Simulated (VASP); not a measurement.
Set up this calculation in VASP 6.6.1, as the native input.

| Item | Value |
| --- | --- |
| Task | relaxation of cell and atoms |
| Functional | PBE |
| Potentials or basis | VASP PAW PBE potentials, release 64 (Ag) |
| Cutoff | 600 eV |
| k mesh | 19 × 19 × 10 |
| Occupations | fermi-dirac, width 0.05 eV |
| Spin | no spin polarisation |
| Target pressure | 390 GPa |
| Dipole correction | no |
| Further INCAR settings | ALGO = Normal; EDIFF = 1e-06; IBRION = 2; EDIFFG = -0.005; NSW = 60; ISIF = 3 |

The structure of Ag lies in POSCAR:

```
Ag
1.0
    2.3542528480      0.0000000000      0.0000000000
   -1.1771264240      2.0388427733      0.0000000000
    0.0000000000      0.0000000000      3.8138896137
Ag
2
Direct
    0.3333333333      0.6666666667      0.2500000000
    0.6666666667      0.3333333333      0.7500000000
```

This isn't the form of Ag at room conditions, which is fcc.

The input as run:

INCAR

```
SYSTEM = Ag
  PREC = Accurate
  ENCUT = 600
  EDIFF = 1E-6
  ISMEAR = -1
  SIGMA = 0.05
  LREAL = .FALSE.
  LASPH = .TRUE.
  NELM = 60
  ALGO = Normal
  ISIF = 3
  LWAVE = .FALSE.
  LCHARG = .FALSE.
  GGA = PE
  IBRION = 2
  NSW = 60
  EDIFFG = -0.005
  PSTRESS = 3900.0
```

KPOINTS

```
regular mesh
0
G
  19 19 10
  0 0 0
```

Potentials or basis: VASP PAW PBE potentials, release 64 (Ag).

Command:

```bash
$ cat potpaw_PBE.64/Ag/POTCAR > POTCAR
$ mpirun -np 1 vasp_std > vasp.out
```

Results of the run:

```json
{
 "Energy change on relaxing (the run minimises the enthalpy)": "-5.1 meV/atom",
 "Ionic steps": "7",
 "Pressure after relaxing": "390.0 GPa",
 "Band gap on the k mesh": "zero (bands 11 and 12 overlap by 11.36 eV)"
}
```

Caveat: the cell is relaxed towards a set pressure, so the run minimises the enthalpy, not the energy.

Wall time 92 s on 1 thread of Intel(R) Xeon(R) 6975P-C (Granite Rapids), with other jobs on the host, peak memory 0.2 GiB.
